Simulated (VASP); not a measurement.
Set up this calculation in VASP 6.6.1, as the native input.

| Item | Value |
| --- | --- |
| Task | single point |
| Functional | r2SCAN |
| Potentials or basis | VASP PAW PBE potentials, release 64 (Ag) |
| Cutoff | 520 eV |
| k mesh | 5 × 5 × 5 |
| Occupations | fermi-dirac, width 0.1 eV |
| Spin | no spin polarisation |
| Dipole correction | no |
| Further INCAR settings | ALGO = Normal; EDIFF = 1e-07; NBANDS = 12 |

Ag:

```
CELL_PARAMETERS angstrom
0.00000 2.05190 2.05190
2.05190 0.00000 2.05190
2.05190 2.05190 0.00000
ATOMIC_POSITIONS crystal
Ag 0.00000 0.00000 0.00000
```

The input as run:

POSCAR

```
Ag
1.0
    0.0000000000      2.0519023311      2.0519023311
    2.0519023311      0.0000000000      2.0519023311
    2.0519023311      2.0519023311      0.0000000000
Ag
1
Direct
    0.0000000000      0.0000000000      0.0000000000
```

INCAR.step1

```
SYSTEM = Ag
ALGO = Normal
EDIFF = 1E-4
ENCUT = 520
GGA = PE
ISMEAR = -1
LASPH = .TRUE.
LCHARG = .FALSE.
LREAL = .FALSE.
LWAVE = .TRUE.
NBANDS = 12
NELM = 60
PREC = Accurate
SIGMA = 0.1
```

INCAR.step2

```
SYSTEM = Ag
ALGO = Normal
EDIFF = 1E-7
ENCUT = 520
ISIF = 2
ISMEAR = -1
ISTART = 1
LASPH = .TRUE.
LCHARG = .FALSE.
LMIXTAU = .TRUE.
LREAL = .FALSE.
LWAVE = .FALSE.
METAGGA = R2SCAN
NBANDS = 12
NELM = 60
PREC = Accurate
SIGMA = 0.1
```

KPOINTS

```
k-points
0
G
  5 5 5
  0 0 0
```

Potentials or basis: VASP PAW PBE potentials, release 64 (Ag).

Launch:

```sh
$ cat potpaw_PBE.64/Ag/POTCAR > POTCAR
$ cp INCAR.step1 INCAR
$ mpirun -np 1 vasp_std > vasp.out
$ cp INCAR.step2 INCAR
$ mpirun -np 1 vasp_std > vasp.out
```

It gave:

```
Pressure : -0.8 GPa
```

Caveat: the k points lie up to 0.53 Å⁻¹ apart; the PAW data sets were made with another functional, which shifts forces and pressure a little.

It took 20 s on 1 thread of Intel Xeon 8259CL, on a shared host, peak memory 0.14 GiB.
